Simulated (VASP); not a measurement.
A run of VASP 6.6.1:

Contents of INCAR:

```
PREC     = Accurate       # precision mode
ENCUT    = 600            # plane-wave cutoff, eV
EDIFF    = 1E-6           # SCF threshold, eV
ISMEAR   = -1             # smearing method
SIGMA    = 0.1            # smearing width, eV
LREAL    = False          # projectors in reciprocal space
LASPH    = True           # aspherical terms in the spheres
NELM     = 100            # most SCF steps
ALGO     = Normal         # electronic algorithm
ISIF     = 3              # what is computed and relaxed
LWAVE    = False          # write WAVECAR
LCHARG   = False          # write CHGCAR
GGA      = PE             # functional
IBRION   = 2              # ionic algorithm
NSW      = 80             # ionic steps
EDIFFG   = -0.03          # ionic threshold
```

File KPOINTS:

```
regular mesh
0
Gamma
  9 9 5
```

File POSCAR:

```
Sc
1.0
    3.3090000000      0.0000000000      0.0000000000
   -1.6545000000      2.8656780611      0.0000000000
    0.0000000000      0.0000000000      5.2733000000
Sc
2
Direct
    0.3333330000      0.6666670000      0.2500000000
    0.6666670000      0.3333330000      0.7500000000
```

Potentials or basis: VASP PAW PBE potentials, release 64 (Sc_sv).

Run with:

```bash
$ cat potpaw_PBE.64/Sc_sv/POTCAR > POTCAR
$ mpirun -np 1 vasp_std > vasp.out
```

Hardware: 1 thread of Intel(R) Xeon(R) 6975P-C (Granite Rapids), on a shared host.

How long does it take, and how much memory?

Run time: 42 s on 1 thread of Intel(R) Xeon(R) 6975P-C (Granite Rapids) (shared host), peak memory 0.2 GiB. Counts: scf iterations 31, k points 36, ion steps 4.
